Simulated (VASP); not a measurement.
# BaTiO3 in VASP: further runs

The runs below take BaTiO3 through single point, with PBE.

Program: VASP 6.6.1. These are calculated values, not measurements. Logs are shortened: lines on timing, memory, paths and dates and some standing lists are left out, and cuts for length are marked.

### 1 The cell of the first run

The structure is tetragonal, space group P4/mmm (No. 123). Conventional cell: a = 4.180 Å, b = 4.180 Å, c = 4.019 Å, α = 90.00°, β = 90.00°, γ = 90.00°. Ba (site symmetry 4/mmm) has 12 O at 2.90 to 2.96 Å and 8 Ti at 3.57 Å within 3.8 Å. Within 2.7 Å of Ti (site symmetry 4/mmm) lie 6 O at 2.01 to 2.09 Å. Within 2.7 Å of O (site symmetry 4/mmm) lie 2 Ti at 2.01 Å. Within 3.0 Å of O (site symmetry mmm) lie 2 Ti at 2.09 Å and 4 Ba at 2.90 Å and 8 O at 2.90 to 2.96 Å.

### 2 Single point, PBE (strain +0.040 along x and y, +0.000 along z)

Input file INCAR:

```
PREC     = Accurate       # precision mode
ENCUT    = 520            # plane-wave cutoff, eV
EDIFF    = 1E-6           # SCF threshold, eV
ISMEAR   = 0              # smearing method
SIGMA    = 0.05           # smearing width, eV
LREAL    = False          # projectors in reciprocal space
LASPH    = True           # aspherical terms in the spheres
NELM     = 80             # most SCF steps
ALGO     = Normal         # electronic algorithm
ISIF     = 2              # what is computed and relaxed
LWAVE    = False          # write WAVECAR
LCHARG   = False          # write CHGCAR
GGA      = PE             # functional
NBANDS   = 28             # bands
```

Input file KPOINTS:

```
Automatic mesh
0
Gamma
  8 8 8
```

Input file POSCAR:

```
BaTiO3
1.0
    4.1800011360      0.0000000000      0.0000000000
    0.0000000000      4.1800011360      0.0000000000
    0.0000000000      0.0000000000      4.0192813204
Ba Ti O
1 1 3
Direct
    0.0000000000      0.0000000000      0.0000000000
    0.5000000000      0.5000000000      0.5000000000
    0.5000000000      0.5000000000      0.0000000000
    0.5000000000      0.0000000000      0.5000000000
    0.0000000000      0.5000000000      0.5000000000
```

Potentials or basis: VASP PAW PBE potentials, release 64 (Ba_sv, Ti_sv, O).

On the command line:

```
> cat potpaw_PBE.64/Ba_sv/POTCAR potpaw_PBE.64/Ti_sv/POTCAR potpaw_PBE.64/O/POTCAR > POTCAR
> mpirun -np 1 vasp_std > vasp.out
```

OUTCAR:

```text
PREC = Accurate
   ENCUT = 520
   EDIFF = 1E-6
   ISMEAR = 0
   LREAL = False
   LASPH = True
   NELM = 80
   ISIF = 2
   GGA = PE

 ion  position               nearest neighbor table
   1  0.000  0.000  0.000-   4 2.90   5 2.90   4 2.90   5 2.90   5 2.90   5 2.90   4 2.90   4 2.90
                             3 2.96   3 2.96   3 2.96   3 2.96   2 3.57   2 3.57   2 3.57   2 3.57
   2  0.500  0.500  0.500-   3 2.01   3 2.01   5 2.09   4 2.09   4 2.09   5 2.09   1 3.57   1 3.57
                             1 3.57   1 3.57   1 3.57   1 3.57   1 3.57   1 3.57
   3  0.500  0.500  0.000-   2 2.01   2 2.01   1 2.96   1 2.96   1 2.96   1 2.96
   4  0.500  0.000  0.500-   2 2.09   2 2.09   1 2.90   1 2.90   1 2.90   1 2.90
   5  0.000  0.500  0.500-   2 2.09   2 2.09   1 2.90   1 2.90   1 2.90   1 2.90

  LATTYP: Found a simple tetragonal cell.
 ALAT       =     4.1800011360
 C/A-ratio  =     0.9615502938

  Lattice vectors:

 A1 = (   4.1800011360,   0.0000000000,   0.0000000000)
 A2 = (   0.0000000000,   4.1800011360,   0.0000000000)
 A3 = (   0.0000000000,   0.0000000000,   4.0192813204)

Analysis of symmetry for initial positions (statically):
=====================================================================
 Subroutine PRICEL returns:
 Original cell was already a primitive cell.

 Routine SETGRP: Setting up the symmetry group for a
 simple tetragonal supercell.

 Subroutine GETGRP returns: Found 16 space group operations
 (whereof 16 operations were pure point group operations)
 out of a pool of 16 trial point group operations.

The static configuration has the point symmetry D_4h.

Analysis of symmetry for dynamics (positions and initial velocities):
=====================================================================
 Subroutine PRICEL returns:
 Original cell was already a primitive cell.

 Routine SETGRP: Setting up the symmetry group for a
 simple tetragonal supercell.

 Subroutine GETGRP returns: Found 16 space group operations
 (whereof 16 operations were pure point group operations)
 out of a pool of 16 trial point group operations.

The dynamic configuration has the point symmetry D_4h.

 Subroutine INISYM returns: Found 16 space group operations
 (whereof 16 operations are pure point group operations),
 and found     1 'primitive' translations

----------------------------------------------------------------------------------------

                                     Primitive cell

  volume of cell :      70.2265

  direct lattice vectors                    reciprocal lattice vectors
     4.180001136  0.000000000  0.000000000     0.239234385  0.000000000  0.000000000
     0.000000000  4.180001136  0.000000000     0.000000000  0.239234385  0.000000000
     0.000000000  0.000000000  4.019281320     0.000000000  0.000000000  0.248800699

  length of vectors
     4.180001136  4.180001136  4.019281320     0.239234385  0.239234385  0.248800699

  position of ions in fractional coordinates (direct lattice)
     0.000000000  0.000000000  0.000000000
     0.500000000  0.500000000  0.500000000
     0.500000000  0.500000000  0.000000000
     0.500000000  0.000000000  0.500000000
     0.000000000  0.500000000  0.500000000

  ion indices of the primitive-cell ions
   primitive index   ion index
                 1           1
                 2           2
                 3           3
                 4           4
                 5           5

----------------------------------------------------------------------------------------

 KPOINTS: Automatic mesh

Automatic generation of k-mesh.
 Grid dimensions read from file:
 generate k-points for:    8    8    8

 Generating k-lattice:

  Cartesian coordinates                     Fractional coordinates (reciprocal lattice)
     0.029904298  0.000000000  0.000000000     0.125000000  0.000000000  0.000000000
     0.000000000  0.029904298  0.000000000     0.000000000  0.125000000  0.000000000
     0.000000000  0.000000000  0.031100087     0.000000000  0.000000000  0.125000000

  Length of vectors
     0.029904298  0.029904298  0.031100087

  Shift w.r.t. Gamma in fractional coordinates (k-lattice)
     0.000000000  0.000000000  0.000000000

 Subroutine IBZKPT returns following result:
 ===========================================

 Found     75 irreducible k-points:

 Following reciprocal coordinates:
            Coordinates               Weight
  0.000000  0.000000  0.000000      1.000000
  0.125000  0.000000  0.000000      4.000000
  0.250000  0.000000  0.000000      4.000000
  0.375000  0.000000  0.000000      4.000000
  0.500000  0.000000  0.000000      2.000000
  0.125000  0.125000  0.000000      4.000000
[... 16 lines left out ...]
  0.375000  0.125000  0.125000     16.000000
  0.500000  0.125000  0.125000      8.000000
 [... further k-points ...]
   k-points           NKPTS =     75   k-points in BZ     NKDIM =     75   number of bands    NBANDS=     28
   number of dos      NEDOS =    301   number of ions     NIONS =      5
   total plane-waves  NPLWV =  30720
   dimension x,y,z NGX =    32 NGY =   32 NGZ =   30
   dimension x,y,z NGXF=    64 NGYF=   64 NGZF=   60
   ions per type =               1   1   3
   NGX,Y,Z   is equivalent  to a cutoff of  12.73, 12.73, 12.41 a.u.
   NGXF,Y,Z  is equivalent  to a cutoff of  25.45, 25.45, 24.82 a.u.
 SYSTEM =  unknown system
   PREC   = accura    normal or accurate (medium, high low for compatibility)
   ISTART =      0    job   : 0-new  1-cont  2-samecut
   ICHARG =      2    charge: 1-file 2-atom 10-const
   ISPIN  =      1    spin polarized calculation?
   LNONCOLLINEAR =      F non collinear calculations
   LSORBIT =      F    spin-orbit coupling
   LASPH  =      T    aspherical Exc in radial PAW
   ENCUT  =  520.0 eV  38.22 Ry    6.18 a.u.   7.77  7.77  7.47*2*pi/ulx,y,z
   NELM   =     80;   NELMIN=  2; NELMDL= -5     # of ELM steps
   EDIFF  = 0.1E-05   stopping-criterion for ELM
   LREAL  =      F    real-space projection
   EDIFFG = 0.1E-04   stopping-criterion for IOM
   NSW    =      0    number of steps for IOM
   IBRION =     -1    ionic relax: 0-MD 1-quasi-New 2-CG
   NFREE  =      0    steps in history (QN), initial steepest desc. (CG)
   ISIF   =      2    stress and relaxation
   ISYM   =      2    0-nonsym 1-usesym 2-fastsym
   POTIM  = 0.5000    time-step for ionic-motion
   TEBEG  =    0.0;   TEEND  =   0.0 temperature during run
   PSTRESS=    0.0 pullay stress
   NELECT =      40.0000    total number of electrons
   NUPDOWN=      -1.0000    fix difference up-down
   EMIN   =  10.00;   EMAX   =-10.00  energy-range for DOS
   EFERMI =   0.00;   METHOD = LEGACY
   ISMEAR =     0;   SIGMA  =   0.05  broadening in eV -4-tet -1-fermi 0-gaus
   EFERMI_NEDOS =   21; number of points for ismear=-14 and -15
   IALGO  =     38    algorithm
   IMIX   =      4    mixing-type and parameters
     AMIX     =   0.40;   BMIX     =  1.00
     AMIX_MAG =   1.60;   BMIX_MAG =  1.00
  volume/ion in A,a.u.               =      14.05        94.78
  Fermi-wavevector in a.u.,A,eV,Ry     =   1.357046  2.564444 25.056117  1.841573
  Thomas-Fermi vector in A             =   2.483997
   LORBIT       =      0    0 simple, 1 ext, 2 COOP (PROOUT), +10 PAW based schemes
   GGA     = PE    functional components
   LHFCALC =     F    Hartree Fock is set to
   AEXX    =    0.0000 exact exchange contribution
   IVDW    =     0    specifies the selected vdW correction
   LEPSILON=     F    determine dielectric tensor
   LRPA    =     F    only Hartree local field effects (RPA)
 non-spin polarized calculation
 Gauss-broadening in eV      SIGMA  =   0.05
  energy-cutoff  :      520.00
  volume of cell :       70.23
 maximum number of plane-waves:      1924
 NGX is ok and might be reduce to    32
   NGX = 15   NGY = 15   NGZ = 15

 number of electron      39.9999993 magnetization

 Free energy of the ion-electron system (eV)
  ---------------------------------------------------
  ext. energy  EPLUGINS =         0.00000000
  ---------------------------------------------------
  free energy    TOTEN  =       -39.81680992 eV

  energy without entropy =      -39.81680992  energy(sigma->0) =      -39.81680992

 E-fermi :   3.4857     XC(G=0): -10.7864

 val. band max:        3.1863024210   @ k =   0.5000   0.5000   0.5000
 cond. band min:       4.6816753040   @ k =   0.0000   0.0000   0.0000
 fundamental gap:      1.4953728830
 Fermi energy:         3.4856964830

 k-point     1 :       0.0000    0.0000    0.0000
  band No.  band energies     occupation
      1     -53.8396      2.00000
      2     -30.0102      2.00000
      3     -30.0095      2.00000
      4     -30.0095      2.00000
      5     -21.8951      2.00000
      6     -13.5630      2.00000
[... 20 lines left out ...]
     27       8.2949      0.00000
     28       9.6120      0.00000

 k-point     2 :       0.1250    0.0000    0.0000
  band No.  band energies     occupation
      1     -53.8395      2.00000
      2     -30.0136      2.00000
      3     -30.0101      2.00000
      4     -30.0094      2.00000
      5     -21.8857      2.00000
      6     -13.5710      2.00000
[... 20 lines left out ...]
     27       8.5475      0.00000
     28       9.9521      0.00000

 k-point     3 :       0.2500    0.0000    0.0000
  band No.  band energies     occupation
      1     -53.8394      2.00000
      2     -30.0233      2.00000
      3     -30.0097      2.00000
      4     -30.0091      2.00000
      5     -21.8627      2.00000
      6     -13.6072      2.00000
[... 20 lines left out ...]
     27       9.1813      0.00000
     28      10.9173      0.00000

 k-point     4 :       0.3750    0.0000    0.0000
  band No.  band energies     occupation
      1     -53.8392      2.00000
      2     -30.0330      2.00000
      3     -30.0094      2.00000
      4     -30.0087      2.00000
      5     -21.8395      2.00000
      6     -13.6622      2.00000
[... 20 lines left out ...]
     27       9.8925      0.00000
     28      11.0892      0.00000

 k-point     5 :       0.5000    0.0000    0.0000
  band No.  band energies     occupation
      1     -53.8391      2.00000
      2     -30.0370      2.00000
      3     -30.0093      2.00000
      4     -30.0086      2.00000
      5     -21.8298      2.00000
      6     -13.6889      2.00000
[... 20 lines left out ...]
     27      10.2258      0.00000
     28      11.0549      0.00000

 k-point     6 :       0.1250    0.1250    0.0000
  band No.  band energies     occupation
      1     -53.8394      2.00000
      2     -30.0135      2.00000
      3     -30.0133      2.00000
      4     -30.0099      2.00000
      5     -21.8766      2.00000
      6     -13.5703      2.00000
[... 463 lines left out ...]
      5     -21.8649      2.00000
      6     -13.5197      2.00000
[... 20 lines left out ...]
     27       9.0177      0.00000
     28      10.3596      0.00000

 k-point    22 :       0.2500    0.1250    0.1250
  band No.  band energies     occupation
      1     -53.8392      2.00000
      2     -30.0228      2.00000
      3     -30.0163      2.00000
      4     -30.0128      2.00000
      5     -21.8439      2.00000
      6     -13.5244      2.00000
[... 20 lines left out ...]
     27       9.6089      0.00000
     28      10.7890      0.00000

 k-point    23 :       0.3750    0.1250    0.1250
  band No.  band energies     occupation
      1     -53.8390      2.00000
      2     -30.0325      2.00000
      3     -30.0159      2.00000
      4     -30.0124      2.00000
      5     -21.8227      2.00000
      6     -13.5513      2.00000
[... 20 lines left out ...]
     27      10.2855      0.00000
     28      11.3541      0.00000

 k-point    24 :       0.5000    0.1250    0.1250
  band No.  band energies     occupation
      1     -53.8389      2.00000
      2     -30.0364      2.00000
      3     -30.0158      2.00000
      4     -30.0123      2.00000
      5     -21.8139      2.00000
      6     -13.5676      2.00000
[... 20 lines left out ...]
     27      10.5738      0.00000
     28      11.5315      0.00000

 [... further k-points ...]

------------------------ aborting loop because EDIFF is reached ----------------------------------------

  FORCE on cell =-STRESS in cart. coord.  units (eV):
  Direction    XX          YY          ZZ          XY          YZ          ZX
  --------------------------------------------------------------------------------------
  -------------------------------------------------------------------------------------
  Total       -4.7790494     -4.7790494     -2.4786506      0.0000000      0.0000000      0.0000000
  in kB     -109.0312257   -109.0312257    -56.5489686      0.0000000      0.0000000      0.0000000
  external PRESSURE =     -91.5371400 kB  Pullay stress =       0.0000000 kB

 VOLUME and BASIS-vectors are now :
 -----------------------------------------------------------------------------
  energy-cutoff  :      520.00
  volume of cell :       70.23
      direct lattice vectors                 reciprocal lattice vectors
     4.180001136  0.000000000  0.000000000     0.239234385  0.000000000  0.000000000
     0.000000000  4.180001136  0.000000000     0.000000000  0.239234385  0.000000000
     0.000000000  0.000000000  4.019281320     0.000000000  0.000000000  0.248800699

 POSITION                                       TOTAL-FORCE (eV/Angst)
 -----------------------------------------------------------------------------------
      0.00000      0.00000      0.00000         0.000000      0.000000      0.000000
      2.09000      2.09000      2.00964         0.000000      0.000000      0.000000
      2.09000      2.09000      0.00000         0.000000      0.000000      0.000000
      2.09000      0.00000      2.00964         0.000000      0.000000      0.000000
      0.00000      2.09000      2.00964         0.000000      0.000000      0.000000
 -----------------------------------------------------------------------------------
    total drift:                                0.000000     -0.000000     -0.000000

  FREE ENERGIE OF THE ION-ELECTRON SYSTEM (eV)
  ---------------------------------------------------
  free  energy   TOTEN  =       -39.8168099213 eV

  energy  without entropy=      -39.8168099213  energy(sigma->0) =      -39.81680992
```

It took 49 s on 1 thread of Intel Xeon 6975P-C (Granite Rapids), shared host; peak memory 0.28 GiB.

Results:

| Property | Result |
| --- | --- |
| Free energy | -39.8168 eV |
| Pressure | -9.2 GPa |
| Band gap on the k mesh | 1.50 eV (least direct gap 1.71 eV) |

Caveat: the cell differs from its parent crystal (strain +0.040 along x and y, +0.000 along z); the cell stands under tension; spin-orbit coupling is left out, which moves the levels of the heavy elements.

(Part 1 of 2 ends here.)
